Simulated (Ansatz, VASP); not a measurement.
## Two plane-wave programs on InSe

Contents of INCAR:

```
ALGO = Normal
DIPOL = 0.5 0.5 0.500
EDIFF = 1E-7
ENCUT = 520
GGA = PE
IDIPOL = 3
ISIF = 2
ISMEAR = 0
IVDW = 12
LASPH = True
LCHARG = True
LDIPOL = True
LELF = True
LREAL = False
LVACPOTAV = True
LVHAR = True
LWAVE = False
NBANDS = 27
NELM = 60
PREC = Accurate
SIGMA = 0.02
```

KPOINTS

```
k-points
0
Gamma
  9 9 1
```

File POSCAR:

```
InSe
1.0
    4.1610000000      0.0000000000      0.0000000000
   -2.0805000000      3.6035317051      0.0000000000
    0.0000000000      0.0000000000     36.7211901288
Se In
2 2
Direct
    0.0000000000      0.0000000000      0.4298358958
    0.0000000000      0.0000000000      0.5701363594
    0.6666666667      0.3333333333      0.4635860318
    0.6666666667      0.3333333333      0.5363862748
```

Input for Ansatz:

```yaml
crystal:
  lattice:
    - [4.161, 0.0, 0.0]
    - [-2.0805, 3.6035317051, 0.0]
    - [0.0, 0.0, 36.7211901288]
  atoms:
    - { symbol: Se, position: [0.0, 0.0, 0.4298358958] }
    - { symbol: In, position: [0.6666666667, 0.3333333333, 0.4635860318] }
    - { symbol: In, position: [0.6666666667, 0.3333333333, 0.5363862748] }
    - { symbol: Se, position: [0.0, 0.0, 0.5701363594] }
  periodic: [true, true, false]
basis:
  ecutwfc: 420
kpoints:
  mp_grid: { grid: [9, 9, 1] }
hamiltonian:
  xc: pbe
  dispersion: d3bj
scf:
  occupations: { method: gaussian, width: 0.02 }
output:
  forces: true
  stress: true
  eigenvalues: true
```

Alike in both runs: task single point; functional PBE; dispersion D3(BJ); k mesh 9 × 9 × 1; occupations gaussian, width 0.02 eV; no spin polarisation.

|  | VASP | Ansatz |
| --- | --- | --- |
| version | VASP 6.6.1 | Ansatz 0.2.0 |
| potentials or method | VASP PAW PBE potentials, release 64 (Se, In_d), cutoff 520 eV | scalar-relativistic, plane waves, PAW |
| valence electrons in the cell | 38 | 58 |

```tsv
	VASP	Ansatz	Ansatz less VASP
gap on the k mesh at the Fermi level (eV)	1.16	1.18	+0.012
least direct gap on the mesh (eV)	1.24	1.25	+0.010
rms of the force components (eV/Å)	0.359	0.365	+0.0060
```

VASP's potentials hold 38 valence electrons a cell and Ansatz's 58, so a difference there can come from the potentials and not from the codes.
